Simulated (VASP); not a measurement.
A run of VASP 6.6.1:

Contents of POSCAR:

```
NaF
1.0
    0.0000000000      2.2972433049      2.2972433049
    2.2972433049      0.0000000000      2.2972433049
    2.2972433049      2.2972433049      0.0000000000
Na F
1 1
Direct
    0.0000000000      0.0000000000      0.0000000000
    0.5000000000      0.5000000000      0.5000000000
```

File INCAR.step1:

```
SYSTEM = NaF
  PREC = Accurate
  ENCUT = 520
  EDIFF = 1E-5
  ISMEAR = 0
  SIGMA = 0.01
  LREAL = .False.
  LASPH = .True.
  NELM = 100
  ALGO = Normal
  ISIF = 2
  LWAVE = .True.
  LCHARG = .False.
  GGA = PE
  NBANDS = 14
```

The input INCAR.step2:

```
SYSTEM = NaF
  PREC = Accurate
  ENCUT = 520
  EDIFF = 1E-6
  ISMEAR = 0
  SIGMA = 0.01
  LREAL = .False.
  LASPH = .True.
  NELM = 100
  ALGO = Normal
  ISIF = 2
  LWAVE = .False.
  LCHARG = .False.
  GGA = PE
  LHFCALC = .True.
  AEXX = 0.25
  PRECFOCK = Normal
  ISTART = 1
  NBANDS = 14
```

The input KPOINTS:

```
Automatic mesh
0
Gamma
  6 6 6
  0 0 0
```

Potentials or basis: VASP PAW PBE potentials, release 64 (Na_pv, F).

Command:

```bash
$ cat potpaw_PBE.64/Na_pv/POTCAR potpaw_PBE.64/F/POTCAR > POTCAR
$ cp INCAR.step1 INCAR
$ mpirun -np 1 vasp_std > vasp.out
$ cp INCAR.step2 INCAR
$ mpirun -np 1 vasp_std > vasp.out
```

Hardware: 1 thread of Oxide Virtual Turin-like Processor, with other jobs on the host.

**Question.** How long does it take, and how much memory?

**Answer.** It took 17 min on 1 thread of Oxide Virtual Turin-like Processor, with other jobs on the host, peak memory 0.11 GiB. Counts: k points 16.
